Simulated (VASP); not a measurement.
# MgS (zincblende type) (F-43m) in VASP: settings compared, part 2 of 3

VASP 6.6.1. Earlier steps stand in the parts before.

## 4. Electric field gradients, PBE (volume scaled by 1.05)

Input file INCAR:

```
SYSTEM = MgS
PREC     = Accurate       ! precision mode
ENCUT    = 520            ! plane-wave cutoff, eV
EDIFF    = 1E-8           ! SCF threshold, eV
ISMEAR   = -1             ! smearing method
SIGMA    = 0.05           ! smearing width, eV
LREAL    = .False.        ! projectors in reciprocal space
LASPH    = .True.         ! aspherical terms in the spheres
NELM     = 80             ! most SCF steps
ALGO     = Normal         ! electronic algorithm
ISIF     = 2              ! what is computed and relaxed
LWAVE    = .False.        ! write WAVECAR
LCHARG   = .False.        ! write CHGCAR
GGA      = PE             ! functional
LEFG     = .True.       
NBANDS   = 11             ! bands
```

Input file KPOINTS:

```
Automatic mesh
0
Gamma
  13 13 13
  0 0 0
```

Input file POSCAR:

```
MgS
1.0
    0.0000000000      2.8950775382      2.8950775382
    2.8950775382      0.0000000000      2.8950775382
    2.8950775382      2.8950775382      0.0000000000
Mg S
1 1
Direct
    0.0000000000      0.0000000000      0.0000000000
    0.2500000000      0.2500000000      0.2500000000
```

Potentials or basis: VASP PAW PBE potentials, release 64 (Mg, S).

Run with:

```sh
> cat potpaw_PBE.64/Mg/POTCAR potpaw_PBE.64/S/POTCAR > POTCAR
> mpirun -np 1 vasp_std > vasp.out
```

OUTCAR:

```text
SYSTEM = MgS
   PREC = Accurate
   ENCUT = 520
   EDIFF = 1E-8
   ISMEAR = -1
   LREAL = .False.
   LASPH = .True.
   NELM = 80
   ISIF = 2
   GGA = PE

 ion  position               nearest neighbor table
   1  0.000  0.000  0.000-   2 2.51   2 2.51   2 2.51   2 2.51
   2  0.250  0.250  0.250-   1 2.51   1 2.51   1 2.51   1 2.51

  LATTYP: Found a face centered cubic cell.
 ALAT       =     5.7901550764

  Lattice vectors:

 A1 = (   0.0000000000,   2.8950775382,   2.8950775382)
 A2 = (   2.8950775382,   0.0000000000,   2.8950775382)
 A3 = (   2.8950775382,   2.8950775382,   0.0000000000)

Analysis of symmetry for initial positions (statically):
=====================================================================
 Subroutine PRICEL returns:
 Original cell was already a primitive cell.

 Routine SETGRP: Setting up the symmetry group for a
 face centered cubic supercell.

 Subroutine GETGRP returns: Found 24 space group operations
[... 522 lines left out ...]
  volume of cell :       48.53
      direct lattice vectors                 reciprocal lattice vectors
     0.000000000  2.895077538  2.895077538    -0.172706946  0.172706946  0.172706946
     2.895077538  0.000000000  2.895077538     0.172706946 -0.172706946  0.172706946
     2.895077538  2.895077538  0.000000000     0.172706946  0.172706946 -0.172706946

 POSITION                                       TOTAL-FORCE (eV/Angst)
 -----------------------------------------------------------------------------------
      0.00000      0.00000      0.00000        -0.000000      0.000000      0.000000
      1.44754      1.44754      1.44754         0.000000     -0.000000     -0.000000
 -----------------------------------------------------------------------------------
    total drift:                               -0.000000     -0.000000     -0.000000

  FREE ENERGIE OF THE ION-ELECTRON SYSTEM (eV)
  ---------------------------------------------------
  free  energy   TOTEN  =        -8.4530257272 eV

  energy  without entropy=       -8.4530257272  energy(sigma->0) =       -8.45302573

 Electric field gradients (V/A^2)
---------------------------------------------------------------------
 ion       V_xx      V_yy      V_zz      V_xy      V_xz      V_yz
---------------------------------------------------------------------
   1       0.000     0.000    -0.000    -0.000    -0.000    -0.000
   2      -0.000     0.000     0.000    -0.000    -0.000    -0.000
---------------------------------------------------------------------

 Electric field gradients after diagonalization (V/A^2)
 (convention: |V_zz| > |V_xx| > |V_yy|)
----------------------------------------------------------------------
 ion       V_xx      V_yy      V_zz     asymmetry (V_yy - V_xx)/ V_zz
----------------------------------------------------------------------
   1       0.000     0.000    -0.000       0.000
   2       0.000     0.000    -0.000       0.000
----------------------------------------------------------------------

           NMR quadrupolar parameters

 Cq : quadrupolar parameter    Cq=e*Q*V_zz/h
 eta: asymmetry parameters     (V_yy - V_xx)/ V_zz
 Q  : nuclear electric quadrupole moment in mb (millibarn)
----------------------------------------------------------------------
 ion       Cq(MHz)       eta       Q (mb)
----------------------------------------------------------------------
   1      -0.000       0.000       1.000
   2      -0.000       0.000       1.000
----------------------------------------------------------------------
```

OSZICAR:

```text
N       E                     dE             d eps       ncg     rms          rms(c)
DAV:   1     0.244602091289E+02    0.24460E+02   -0.33520E+03  1904   0.569E+02
DAV:   2    -0.697406078700E+01   -0.31434E+02   -0.29894E+02  2255   0.991E+01
DAV:   3    -0.896993489536E+01   -0.19959E+01   -0.19929E+01  2291   0.267E+01
DAV:   4    -0.898687828139E+01   -0.16943E-01   -0.16941E-01  2239   0.298E+00
DAV:   5    -0.898709331579E+01   -0.21503E-03   -0.21503E-03  2306   0.333E-01    0.389E+00
DAV:   6    -0.847797841891E+01    0.50911E+00   -0.13423E+00  2041   0.419E+00    0.293E+00
DAV:   7    -0.844582313576E+01    0.32155E-01   -0.26161E-01  2232   0.204E+00    0.229E+00
DAV:   8    -0.845380654162E+01   -0.79834E-02   -0.26060E-02  2094   0.965E-01    0.132E+00
DAV:   9    -0.845278749190E+01    0.10190E-02   -0.25797E-03  2130   0.246E-01    0.478E-01
DAV:  10    -0.845301614503E+01   -0.22865E-03   -0.87155E-04  2070   0.135E-01    0.956E-02
DAV:  11    -0.845302479320E+01   -0.86482E-05   -0.57963E-05  2268   0.309E-02    0.718E-02
DAV:  12    -0.845302572146E+01   -0.92826E-06   -0.10047E-05  2169   0.150E-02    0.638E-03
DAV:  13    -0.845302571927E+01    0.21898E-08   -0.45004E-07  2237   0.321E-03    0.855E-04
DAV:  14    -0.845302569506E+01    0.24203E-07   -0.24972E-08  2217   0.921E-04    0.160E-03
DAV:  15    -0.845302572907E+01   -0.34006E-07   -0.10096E-08  1499   0.409E-04    0.610E-05
DAV:  16    -0.845302572720E+01    0.18699E-08   -0.58688E-10  1158   0.145E-04
   1 F= -.84530257E+01 E0= -.84530257E+01  d E =-.263896E-10
```

stdout:

```text
POSCAR found type information on POSCAR MgS
 POSCAR found :  2 types and       2 ions
 scaLAPACK will be used
 LDA part: xc-table for (Slater+PW92), standard interpolation
 POSCAR, INCAR and KPOINTS ok, starting setup
 FFT: planning ... GRIDC
 FFT: planning ... GRID_SOFT
 FFT: planning ... GRID
 WAVECAR not read
 entering main loop
ion   1

ion   2
```

Run time: 65 s. Hardware: 1 thread of Intel Xeon Platinum 8259CL at 2.50GHz (Skylake/Cascade Lake), shared host; peak memory 0.19 GiB.

What came out:

```
Free energy            : -8.4530 eV
Pressure               : -2.6 GPa
Band gap on the k mesh : 3.13 eV, direct
```

Levels at points of the mesh, in eV from the valence-band top:
| k point | band 1 | band 2 | band 3 | band 4 | band 5 | band 6 | band 7 | band 8 | band 9 |
| --- | --- | --- | --- | --- | --- | --- | --- | --- | --- |
| (0.00, 0.00, 0.00) | -11.06 | 0.00 | 0.00 | 0.00 | 3.13 | 7.77 | 7.77 | 7.77 | 10.69 |

Caveat: the cell differs from its parent crystal (volume scaled by 1.05); without QUAD_EFG the Cq values of the log hold for a quadrupole moment of 1 mb, not for the nuclei. A k mesh can miss the band edges.

## 5. Electric field gradients, LDA

This run uses another cell than the first one, of 23.11 Å³/atom, 0.976 times its volume.

Input file INCAR:

```
ALGO = Normal
EDIFF = 1E-8
ENCUT = 520
GGA = CA
ISIF = 2
ISMEAR = -1
LASPH = True
LCHARG = False
LEFG = True
LREAL = False
LWAVE = False
NBANDS = 11
NELM = 100
PREC = Accurate
SIGMA = 0.05
```

Input file KPOINTS:

```
k-points
0
Gamma
  13 13 13
```

Input file POSCAR:

```
MgS
1.0
    0.0000000000      2.8483745724      2.8483745724
    2.8483745724      0.0000000000      2.8483745724
    2.8483745724      2.8483745724      0.0000000000
Mg S
1 1
Direct
    0.0000000000      0.0000000000      0.0000000000
    0.2500000000      0.2500000000      0.2500000000
```

Potentials or basis: VASP PAW LDA potentials, release 64 (Mg, S).

Run with:

```sh
> cat potpaw_LDA.64/Mg/POTCAR potpaw_LDA.64/S/POTCAR > POTCAR
> mpirun -np 1 vasp_std > vasp.out
```

OUTCAR:

```text
EDIFF = 1E-8
   ENCUT = 520
   GGA = CA
   ISIF = 2
   ISMEAR = -1
   LASPH = True
   LREAL = False
   NELM = 100
   PREC = Accurate

 ion  position               nearest neighbor table
   1  0.000  0.000  0.000-   2 2.47   2 2.47   2 2.47   2 2.47
   2  0.250  0.250  0.250-   1 2.47   1 2.47   1 2.47   1 2.47

  LATTYP: Found a face centered cubic cell.
 ALAT       =     5.6967491448

  Lattice vectors:

 A1 = (   0.0000000000,   2.8483745724,   2.8483745724)
 A2 = (   2.8483745724,   0.0000000000,   2.8483745724)
 A3 = (   2.8483745724,   2.8483745724,   0.0000000000)

Analysis of symmetry for initial positions (statically):
=====================================================================
 Subroutine PRICEL returns:
 Original cell was already a primitive cell.

 Routine SETGRP: Setting up the symmetry group for a
 face centered cubic supercell.

 Subroutine GETGRP returns: Found 24 space group operations
[... 523 lines left out ...]
  volume of cell :       46.22
      direct lattice vectors                 reciprocal lattice vectors
     0.000000000  2.848374572  2.848374572    -0.175538711  0.175538711  0.175538711
     2.848374572  0.000000000  2.848374572     0.175538711 -0.175538711  0.175538711
     2.848374572  2.848374572  0.000000000     0.175538711  0.175538711 -0.175538711

 POSITION                                       TOTAL-FORCE (eV/Angst)
 -----------------------------------------------------------------------------------
      0.00000      0.00000      0.00000         0.000000      0.000000     -0.000000
      1.42419      1.42419      1.42419        -0.000000     -0.000000      0.000000
 -----------------------------------------------------------------------------------
    total drift:                               -0.000000     -0.000000     -0.000000

  FREE ENERGIE OF THE ION-ELECTRON SYSTEM (eV)
  ---------------------------------------------------
  free  energy   TOTEN  =        -9.3647859780 eV

  energy  without entropy=       -9.3647859780  energy(sigma->0) =       -9.36478598

 Electric field gradients (V/A^2)
---------------------------------------------------------------------
 ion       V_xx      V_yy      V_zz      V_xy      V_xz      V_yz
---------------------------------------------------------------------
   1      -0.000    -0.000     0.000    -0.000    -0.000    -0.000
   2      -0.000     0.000     0.000    -0.000    -0.000    -0.000
---------------------------------------------------------------------

 Electric field gradients after diagonalization (V/A^2)
 (convention: |V_zz| > |V_xx| > |V_yy|)
----------------------------------------------------------------------
 ion       V_xx      V_yy      V_zz     asymmetry (V_yy - V_xx)/ V_zz
----------------------------------------------------------------------
   1       0.000     0.000    -0.000       0.000
   2       0.000     0.000    -0.001       0.000
----------------------------------------------------------------------

           NMR quadrupolar parameters

 Cq : quadrupolar parameter    Cq=e*Q*V_zz/h
 eta: asymmetry parameters     (V_yy - V_xx)/ V_zz
 Q  : nuclear electric quadrupole moment in mb (millibarn)
----------------------------------------------------------------------
 ion       Cq(MHz)       eta       Q (mb)
----------------------------------------------------------------------
   1      -0.000       0.000       1.000
   2      -0.000       0.000       1.000
----------------------------------------------------------------------
```

OSZICAR:

```text
N       E                     dE             d eps       ncg     rms          rms(c)
DAV:   1     0.231338182480E+02    0.23134E+02   -0.34323E+03  1872   0.577E+02
DAV:   2    -0.798504546631E+01   -0.31119E+02   -0.29688E+02  2240   0.967E+01
DAV:   3    -0.991193237270E+01   -0.19269E+01   -0.19237E+01  2243   0.265E+01
DAV:   4    -0.992801782520E+01   -0.16085E-01   -0.16084E-01  2273   0.294E+00
DAV:   5    -0.992820213894E+01   -0.18431E-03   -0.18431E-03  2306   0.307E-01    0.398E+00
DAV:   6    -0.941981557586E+01    0.50839E+00   -0.13110E+00  2104   0.411E+00    0.294E+00
DAV:   7    -0.936998624646E+01    0.49829E-01   -0.22561E-01  2268   0.183E+00    0.220E+00
DAV:   8    -0.936579155734E+01    0.41947E-02   -0.15729E-02  2109   0.728E-01    0.118E+00
DAV:   9    -0.936476705437E+01    0.10245E-02   -0.23598E-03  2181   0.235E-01    0.390E-01
DAV:  10    -0.936478712289E+01   -0.20069E-04   -0.68891E-05  2160   0.446E-02    0.143E-01
DAV:  11    -0.936478616241E+01    0.96048E-06   -0.54371E-05  2190   0.314E-02    0.526E-02
DAV:  12    -0.936478601013E+01    0.15228E-06   -0.12214E-06  2171   0.588E-03    0.214E-02
DAV:  13    -0.936478597750E+01    0.32639E-07   -0.29078E-07  2181   0.246E-03    0.546E-04
DAV:  14    -0.936478597802E+01   -0.52086E-09   -0.36790E-09  1492   0.345E-04
   1 F= -.93647860E+01 E0= -.93647860E+01  d E =-.356709E-10
```

It took 22 s on 1 thread of Intel Xeon 6975P-C (Granite Rapids), shared host; peak memory 0.17 GiB.

What came out:

```
Free energy            : -9.3648 eV
Pressure               : -3.3 GPa
Band gap on the k mesh : 3.10 eV, direct
```

Caveat: without QUAD_EFG the Cq values of the log hold for a quadrupole moment of 1 mb, not for the nuclei.

(Part 2 of 3 ends here.)
